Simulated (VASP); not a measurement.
# TaV (Pm-3m) in VASP: notebook

Runs on TaV. Level: PBE. Tasks: single point, relaxation of volume and atoms at fixed shape.

All numbers are computed with VASP 6.6.1; they aren't measurements. Logs are shortened: lines on timing, memory, paths and dates and some standing lists are left out, and cuts for length are marked.

## (1) The cell of the first run

The structure is cubic, space group Pm-3m (No. 221). Conventional cell: a = 3.169 Å, b = 3.169 Å, c = 3.169 Å, α = 90.00°, β = 90.00°, γ = 90.00°. Ta (site symmetry m-3m) has 8 V at 2.74 Å and 6 Ta at 3.17 Å within 3.6 Å. V (site symmetry m-3m) has 8 Ta at 2.74 Å and 6 V at 3.17 Å within 3.6 Å.

## (2) Single point, PBE, collinear spin, ferromagnetic start

File INCAR:

```
SYSTEM = TaV
  PREC = Accurate
  ENCUT = 520
  EDIFF = 1E-6
  ISMEAR = 1
  SIGMA = 0.05
  LREAL = .False.
  LASPH = .True.
  NELM = 150
  ALGO = Normal
  ISIF = 2
  LWAVE = .False.
  LCHARG = .False.
  ISPIN = 2
  MAGMOM = 0 1.5
  LORBIT = 11
  LMAXMIX = 4
  GGA = PE
  NBANDS = 23
```

File KPOINTS:

```
Automatic mesh
0
Gamma
  8 8 8
  0 0 0
```

File POSCAR:

```
TaV
1.0
    3.1690802121      0.0000000000      0.0000000000
    0.0000000000      3.1690802121      0.0000000000
    0.0000000000      0.0000000000      3.1690802121
Ta V
1 1
Direct
    0.0000000000      0.0000000000      0.0000000000
    0.5000000000      0.5000000000      0.5000000000
```

Potentials or basis: VASP PAW PBE potentials, release 64 (Ta_pv, V_sv).

Launch:

```bash
cat potpaw_PBE.64/Ta_pv/POTCAR potpaw_PBE.64/V_sv/POTCAR > POTCAR
mpirun -np 1 vasp_std > vasp.out
```

OUTCAR:

```text
SYSTEM = TaV
   PREC = Accurate
   ENCUT = 520
   EDIFF = 1E-6
   ISMEAR = 1
   LREAL = .False.
   LASPH = .True.
   NELM = 150
   ISIF = 2
   ISPIN = 2
   LORBIT = 11
   GGA = PE

 ion  position               nearest neighbor table
   1  0.000  0.000  0.000-   2 2.74   2 2.74   2 2.74   2 2.74   2 2.74   2 2.74   2 2.74   2 2.74

   2  0.500  0.500  0.500-   1 2.74   1 2.74   1 2.74   1 2.74   1 2.74   1 2.74   1 2.74   1 2.74

  LATTYP: Found a simple cubic cell.
 ALAT       =     3.1690802121

  Lattice vectors:

 A1 = (   3.1690802121,   0.0000000000,   0.0000000000)
 A2 = (   0.0000000000,   3.1690802121,   0.0000000000)
 A3 = (   0.0000000000,   0.0000000000,   3.1690802121)

Analysis of symmetry for initial positions (statically):
=====================================================================
 Subroutine PRICEL returns:
 Original cell was already a primitive cell.

 Routine SETGRP: Setting up the symmetry group for a
 simple cubic supercell.

 Subroutine GETGRP returns: Found 48 space group operations
 (whereof 48 operations were pure point group operations)
 out of a pool of 48 trial point group operations.

The static configuration has the point symmetry O_h .

Analysis of symmetry for dynamics (positions and initial velocities):
=====================================================================
 Subroutine PRICEL returns:
 Original cell was already a primitive cell.

 Routine SETGRP: Setting up the symmetry group for a
 simple cubic supercell.

 Subroutine GETGRP returns: Found 48 space group operations
 (whereof 48 operations were pure point group operations)
 out of a pool of 48 trial point group operations.

The dynamic configuration has the point symmetry O_h .

Analysis of structural, dynamic, and magnetic symmetry:
=====================================================================
 Subroutine PRICEL returns:
 Original cell was already a primitive cell.

 Routine SETGRP: Setting up the symmetry group for a
 simple cubic supercell.

 Subroutine GETGRP returns: Found 48 space group operations
 (whereof 48 operations were pure point group operations)
 out of a pool of 48 trial point group operations.

The overall configuration has the point symmetry O_h .

 Subroutine INISYM returns: Found 48 space group operations
 (whereof 48 operations are pure point group operations),
 and found     1 'primitive' translations

----------------------------------------------------------------------------------------

                                     Primitive cell

  volume of cell :      31.8273

  direct lattice vectors                    reciprocal lattice vectors
     3.169080212  0.000000000  0.000000000     0.315548971  0.000000000  0.000000000
     0.000000000  3.169080212  0.000000000     0.000000000  0.315548971  0.000000000
     0.000000000  0.000000000  3.169080212     0.000000000  0.000000000  0.315548971

  length of vectors
     3.169080212  3.169080212  3.169080212     0.315548971  0.315548971  0.315548971

  position of ions in fractional coordinates (direct lattice)
     0.000000000  0.000000000  0.000000000
     0.500000000  0.500000000  0.500000000

  ion indices of the primitive-cell ions
   primitive index   ion index
                 1           1
                 2           2

----------------------------------------------------------------------------------------

 KPOINTS: Automatic mesh

Automatic generation of k-mesh.
 Grid dimensions read from file:
 generate k-points for:    8    8    8

 Generating k-lattice:

  Cartesian coordinates                     Fractional coordinates (reciprocal lattice)
     0.039443621  0.000000000  0.000000000     0.125000000  0.000000000  0.000000000
     0.000000000  0.039443621  0.000000000     0.000000000  0.125000000  0.000000000
     0.000000000  0.000000000  0.039443621     0.000000000  0.000000000  0.125000000

  Length of vectors
     0.039443621  0.039443621  0.039443621

  Shift w.r.t. Gamma in fractional coordinates (k-lattice)
     0.000000000  0.000000000  0.000000000

 Subroutine IBZKPT returns following result:
 ===========================================

 Found     35 irreducible k-points:

 Following reciprocal coordinates:
            Coordinates               Weight
  0.000000  0.000000  0.000000      1.000000
  0.125000  0.000000  0.000000      6.000000
  0.250000  0.000000  0.000000      6.000000
  0.375000  0.000000  0.000000      6.000000
  0.500000  0.000000  0.000000      3.000000
  0.125000  0.125000  0.000000     12.000000
[... 16 lines left out ...]
  0.375000  0.375000  0.125000     24.000000
  0.500000  0.375000  0.125000     24.000000
 [... further k-points ...]
   k-points           NKPTS =     35   k-points in BZ     NKDIM =     35   number of bands    NBANDS=     23
   number of dos      NEDOS =    301   number of ions     NIONS =      2
   total plane-waves  NPLWV =  13824
   dimension x,y,z NGX =    24 NGY =   24 NGZ =   24
   dimension x,y,z NGXF=    48 NGYF=   48 NGZF=   48
   ions per type =               1   1
   NGX,Y,Z   is equivalent  to a cutoff of  12.59, 12.59, 12.59 a.u.
   NGXF,Y,Z  is equivalent  to a cutoff of  25.18, 25.18, 25.18 a.u.
 SYSTEM =  TaV
   PREC   = accura    normal or accurate (medium, high low for compatibility)
   ISTART =      0    job   : 0-new  1-cont  2-samecut
   ICHARG =      2    charge: 1-file 2-atom 10-const
   ISPIN  =      2    spin polarized calculation?
   LNONCOLLINEAR =      F non collinear calculations
   LSORBIT =      F    spin-orbit coupling
   LASPH  =      T    aspherical Exc in radial PAW
   ENCUT  =  520.0 eV  38.22 Ry    6.18 a.u.   5.89  5.89  5.89*2*pi/ulx,y,z
   NELM   =    150;   NELMIN=  2; NELMDL= -5     # of ELM steps
   EDIFF  = 0.1E-05   stopping-criterion for ELM
   LREAL  =      F    real-space projection
   EDIFFG = 0.1E-04   stopping-criterion for IOM
   NSW    =      0    number of steps for IOM
   IBRION =     -1    ionic relax: 0-MD 1-quasi-New 2-CG
   NFREE  =      0    steps in history (QN), initial steepest desc. (CG)
   ISIF   =      2    stress and relaxation
   ISYM   =      2    0-nonsym 1-usesym 2-fastsym
   POTIM  = 0.5000    time-step for ionic-motion
   TEBEG  =    0.0;   TEEND  =   0.0 temperature during run
   PSTRESS=    0.0 pullay stress
   NELECT =      24.0000    total number of electrons
   NUPDOWN=      -1.0000    fix difference up-down
   EMIN   =  10.00;   EMAX   =-10.00  energy-range for DOS
   EFERMI =   0.00;   METHOD = LEGACY
   ISMEAR =     1;   SIGMA  =   0.05  broadening in eV -4-tet -1-fermi 0-gaus
   EFERMI_NEDOS =   21; number of points for ismear=-14 and -15
   IALGO  =     38    algorithm
   IMIX   =      4    mixing-type and parameters
     AMIX     =   0.40;   BMIX     =  1.00
     AMIX_MAG =   1.60;   BMIX_MAG =  1.00
  volume/ion in A,a.u.               =      15.91       107.39
  Fermi-wavevector in a.u.,A,eV,Ry     =   1.490088  2.815859 30.209876  2.220363
  Thomas-Fermi vector in A             =   2.602914
   LORBIT       =     11    0 simple, 1 ext, 2 COOP (PROOUT), +10 PAW based schemes
   GGA     = PE    functional components
   LHFCALC =     F    Hartree Fock is set to
   AEXX    =    0.0000 exact exchange contribution
   IVDW    =     0    specifies the selected vdW correction
   LEPSILON=     F    determine dielectric tensor
   LRPA    =     F    only Hartree local field effects (RPA)
 spin polarized calculation
 Methfessel and Paxton  Order N= 1 SIGMA  =   0.05
  energy-cutoff  :      520.00
  volume of cell :       31.83
 maximum number of plane-waves:       876
 NGX is ok and might be reduce to    24
   NGX = 11   NGY = 11   NGZ = 11

 number of electron      24.0000008 magnetization       0.1971605

 Free energy of the ion-electron system (eV)
  ---------------------------------------------------
  ext. energy  EPLUGINS =         0.00000000
  ---------------------------------------------------
  free energy    TOTEN  =       -20.75208753 eV

  energy without entropy =      -20.75161586  energy(sigma->0) =      -20.75193031

 E-fermi :   7.2014     XC(G=0): -12.6806

 val. band max:        7.1955095165   @ k =   0.3750   0.1250   0.0000
 cond. band min:       7.2089675127   @ k =   0.2500   0.2500   0.0000
 fundamental gap:      0.0134579961
 Fermi energy:         7.2014133038

 spin component 1

 k-point     1 :       0.0000    0.0000    0.0000
  band No.  band energies     occupation
      1     -56.3786      1.00000
      2     -30.2216      1.00000
      3     -30.2216      1.00000
      4     -30.2216      1.00000
      5     -26.2530      1.00000
      6     -26.2530      1.00000
[... 15 lines left out ...]
     22      21.8143      0.00000
     23      24.4778      0.00000

 k-point     2 :       0.1250    0.0000    0.0000
  band No.  band energies     occupation
      1     -56.3776      1.00000
      2     -30.2327      1.00000
      3     -30.2172      1.00000
      4     -30.2172      1.00000
      5     -26.3057      1.00000
      6     -26.2542      1.00000
[... 15 lines left out ...]
     22      21.8163      0.00000
     23      23.3907      0.00000

 k-point     3 :       0.2500    0.0000    0.0000
  band No.  band energies     occupation
      1     -56.3752      1.00000
      2     -30.2594      1.00000
      3     -30.2066      1.00000
      4     -30.2066      1.00000
      5     -26.4312      1.00000
      6     -26.2569      1.00000
[... 15 lines left out ...]
     22      21.8173      0.00000
     23      22.3709      0.00000
[... 495 lines left out ...]
 k-point    23 :       0.3750    0.3750    0.1250
  band No.  band energies     occupation
      1     -56.3649      1.00000
      2     -30.3106      1.00000
      3     -30.2988      1.00000
      4     -30.2003      1.00000
      5     -26.4894      1.00000
      6     -26.4685      1.00000
[... 15 lines left out ...]
     22      21.4040      0.00000
     23      21.8246      0.00000

 k-point    24 :       0.5000    0.3750    0.1250
  band No.  band energies     occupation
      1     -56.3637      1.00000
      2     -30.3231      1.00000
      3     -30.3078      1.00000
      4     -30.1977      1.00000
      5     -26.5157      1.00000
      6     -26.4688      1.00000
[... 15 lines left out ...]
     22      21.0474      0.00000
     23      21.8236      0.00000

 [... further k-points ...]

 spin component 2

 k-point     1 :       0.0000    0.0000    0.0000
  band No.  band energies     occupation
      1     -56.2557      1.00000
      2     -30.0999      1.00000
      3     -30.0999      1.00000
      4     -30.0999      1.00000
      5     -26.2362      1.00000
      6     -26.2362      1.00000
[... 15 lines left out ...]
     22      21.8301      0.00000
     23      24.5238      0.00000

 k-point     2 :       0.1250    0.0000    0.0000
  band No.  band energies     occupation
      1     -56.2547      1.00000
      2     -30.1110      1.00000
      3     -30.0954      1.00000
      4     -30.0954      1.00000
      5     -26.2889      1.00000
      6     -26.2374      1.00000
[... 15 lines left out ...]
     22      21.8321      0.00000
     23      23.4349      0.00000

 k-point     3 :       0.2500    0.0000    0.0000
  band No.  band energies     occupation
      1     -56.2523      1.00000
      2     -30.1376      1.00000
      3     -30.0845      1.00000
      4     -30.0845      1.00000
      5     -26.4146      1.00000
      6     -26.2404      1.00000
[... 15 lines left out ...]
     22      21.8331      0.00000
     23      22.4163      0.00000
[... 495 lines left out ...]
 k-point    23 :       0.3750    0.3750    0.1250
  band No.  band energies     occupation
      1     -56.2419      1.00000
      2     -30.1899      1.00000
      3     -30.1777      1.00000
      4     -30.0780      1.00000
      5     -26.4724      1.00000
      6     -26.4512      1.00000
[... 15 lines left out ...]
     22      21.4603      0.00000
     23      21.8405      0.00000

 k-point    24 :       0.5000    0.3750    0.1250
  band No.  band energies     occupation
      1     -56.2407      1.00000
      2     -30.2024      1.00000
      3     -30.1870      1.00000
      4     -30.0754      1.00000
      5     -26.4983      1.00000
      6     -26.4516      1.00000
[... 15 lines left out ...]
     22      21.0834      0.00000
     23      21.8395      0.00000

 [... further k-points ...]

------------------------ aborting loop because EDIFF is reached ----------------------------------------

  FORCE on cell =-STRESS in cart. coord.  units (eV):
  Direction    XX          YY          ZZ          XY          YZ          ZX
  --------------------------------------------------------------------------------------
  -------------------------------------------------------------------------------------
  Total       -0.0779696     -0.0779696     -0.0779696      0.0000000      0.0000000     -0.0000000
  in kB       -3.9249680     -3.9249680     -3.9249680      0.0000000      0.0000000     -0.0000000
  external PRESSURE =      -3.9249680 kB  Pullay stress =       0.0000000 kB

 VOLUME and BASIS-vectors are now :
 -----------------------------------------------------------------------------
  energy-cutoff  :      520.00
  volume of cell :       31.83
      direct lattice vectors                 reciprocal lattice vectors
     3.169080212  0.000000000  0.000000000     0.315548971  0.000000000  0.000000000
     0.000000000  3.169080212  0.000000000     0.000000000  0.315548971  0.000000000
     0.000000000  0.000000000  3.169080212     0.000000000  0.000000000  0.315548971

 POSITION                                       TOTAL-FORCE (eV/Angst)
 -----------------------------------------------------------------------------------
      0.00000      0.00000      0.00000         0.000000      0.000000      0.000000
      1.58454      1.58454      1.58454         0.000000      0.000000      0.000000
 -----------------------------------------------------------------------------------
    total drift:                                0.000000      0.000000     -0.000000

  FREE ENERGIE OF THE ION-ELECTRON SYSTEM (eV)
  ---------------------------------------------------
  free  energy   TOTEN  =       -20.7520875272 eV

  energy  without entropy=      -20.7516158609  energy(sigma->0) =      -20.75193031

 total charge

# of ion       s       p       d       tot
------------------------------------------
    1        0.388   6.172   2.362   8.921
    2        2.318   6.207   3.099  11.624
--------------------------------------------------
tot          2.705  12.379   5.460  20.545

 magnetization (x)

# of ion       s       p       d       tot
------------------------------------------
    1        0.000   0.003   0.021   0.024
    2        0.002   0.004   0.117   0.123
--------------------------------------------------
tot          0.003   0.007   0.138   0.147
```

It took 37 s on 1 thread of AMD EPYC 9R45 (Zen 5), shared host; peak memory 0.15 GiB.

What came out:

- Free energy: -20.7521 eV
- Pressure: -0.4 GPa
- Net moment: 0.20 μB per cell
- Site moments: Ta +0.02; V +0.12 μB
- Valence electrons inside the program's atomic spheres: Ta 8.92; V 11.62

Levels at points of the mesh, in eV from the Fermi level:
Spin up:
| k point | band 10 | band 11 | band 12 | band 13 | band 14 | band 15 |
| --- | --- | --- | --- | --- | --- | --- |
| (0.00, 0.00, 0.00) | -3.38 | 0.46 | 0.46 | 0.46 | 2.92 | 2.92 |
| (0.50, 0.00, 0.00) | -0.92 | -0.56 | 0.70 | 0.70 | 1.34 | 1.34 |
| (0.50, 0.50, 0.00) | -1.29 | -1.29 | 1.54 | 1.54 | 2.39 | 2.44 |
| (0.50, 0.50, 0.50) | -1.82 | -0.71 | -0.71 | -0.71 | 2.44 | 2.44 |
Spin down:
```csv
k point,band 9,band 10,band 11,band 12,band 13,band 14
"(0.00, 0.00, 0.00)",-3.35,-3.35,0.58,0.58,0.58,2.96
"(0.50, 0.00, 0.00)",-2.53,-0.91,-0.50,0.84,0.84,1.39
"(0.50, 0.50, 0.00)",-3.67,-1.19,-1.19,1.58,1.58,2.46
"(0.50, 0.50, 0.50)",-1.77,-1.77,-0.59,-0.59,-0.59,2.52
```

Caveat: spin-orbit coupling is left out, which moves the levels of the heavy elements.

## (3) Relaxation of volume and atoms at fixed shape, PBE, collinear spin, ferromagnetic start

This run uses another cell than the first one, of 15.85 Å³/atom.

File INCAR:

```
ALGO = Normal
EDIFF = 1E-6
EDIFFG = -0.03
ENCUT = 600
GGA = PE
IBRION = 2
ISIF = 8
ISMEAR = 1
ISPIN = 2
LASPH = True
LCHARG = False
LMAXMIX = 4
LORBIT = 11
LREAL = False
LWAVE = False
MAGMOM = 0 1.5
NELM = 150
NSW = 80
PREC = Accurate
SIGMA = 0.05
```

File KPOINTS:

```
k-points
0
Gamma
  8 8 8
```

File POSCAR:

```
TaV
1.0
    3.1650000000      0.0000000000      0.0000000000
    0.0000000000      3.1650000000      0.0000000000
    0.0000000000      0.0000000000      3.1650000000
Ta V
1 1
Direct
    0.0000000000      0.0000000000      0.0000000000
    0.5000000000      0.5000000000      0.5000000000
```

Potentials or basis: VASP PAW PBE potentials, release 64 (Ta_pv, V_sv).

Launch:

```bash
cat potpaw_PBE.64/Ta_pv/POTCAR potpaw_PBE.64/V_sv/POTCAR > POTCAR
mpirun -np 1 vasp_std > vasp.out
```

It took 95 s on 1 thread of AMD EPYC 9R45 (Zen 5), shared host; peak memory 0.18 GiB.

The run converged. Its results:

* Free energy: -20.7529 eV
* Relaxed volume: 15.92 Å³/atom
* Relaxed cell: a = 3.169 Å, b = 3.169 Å, c = 3.169 Å, α = 90.00°, β = 90.00°, γ = 90.00°
* Space group after relaxing (to 0.1 Å): Pm-3m (No. 221)
* Energy gained by relaxing: 0.5 meV/atom
* Ionic steps: 3
* Pressure after relaxing: 0.0 GPa
* Net moment: 0.05 μB per cell
* Site moments: Ta +0.01; V +0.04 μB
* Valence electrons inside the program's atomic spheres: Ta 8.92; V 11.62

Step by step:
```csv
step,energy change (eV),largest force (eV/Å),pressure (GPa),volume (Å³)
1,0.0000,0.0000,0.68,31.70
2,0.0003,0.0000,-1.02,32.02
3,-0.0011,0.0000,-0.03,31.83
```

Final structure:
```yaml
crystal:
  lattice:
    - [3.16930, 0.00000, 0.00000]
    - [0.00000, 3.16930, 0.00000]
    - [0.00000, 0.00000, 3.16930]
  atoms:
    - { symbol: Ta, position: [0.00000, 0.00000, 0.00000] }
    - { symbol: V, position: [0.50000, 0.50000, 0.50000] }
```

Levels at points of the mesh, in eV from the Fermi level:
Spin up:
| k point | band 9 | band 10 | band 11 | band 12 | band 13 | band 14 | band 15 | band 16 |
| --- | --- | --- | --- | --- | --- | --- | --- | --- |
| (0.00, 0.00, 0.00) | -3.38 | -3.38 | 0.49 | 0.49 | 0.49 | 2.92 | 2.92 | 5.39 |
| (0.50, 0.00, 0.00) | -2.57 | -0.92 | -0.55 | 0.74 | 0.74 | 1.35 | 1.35 | 1.58 |
| (0.50, 0.50, 0.00) | -3.72 | -1.26 | -1.26 | 1.55 | 1.55 | 2.39 | 2.45 | 3.31 |
| (0.50, 0.50, 0.50) | -1.81 | -1.81 | -0.68 | -0.68 | -0.68 | 2.45 | 2.45 | 5.76 |
Spin down:
```tsv
k point	band 8	band 9	band 10	band 11	band 12	band 13	band 14	band 15	band 16	band 17
(0.00, 0.00, 0.00)	-7.35	-3.37	-3.37	0.52	0.52	0.52	2.92	2.92	5.41	5.41
(0.50, 0.00, 0.00)	-4.12	-2.56	-0.92	-0.54	0.77	0.77	1.36	1.36	1.62	3.03
(0.50, 0.50, 0.00)	-3.82	-3.70	-1.24	-1.24	1.56	1.56	2.41	2.47	3.33	5.58
(0.50, 0.50, 0.50)	-1.79	-1.79	-1.79	-0.65	-0.65	-0.65	2.47	2.47	5.76	5.76
```

Caveat: spin-orbit coupling is left out, which moves the levels of the heavy elements.
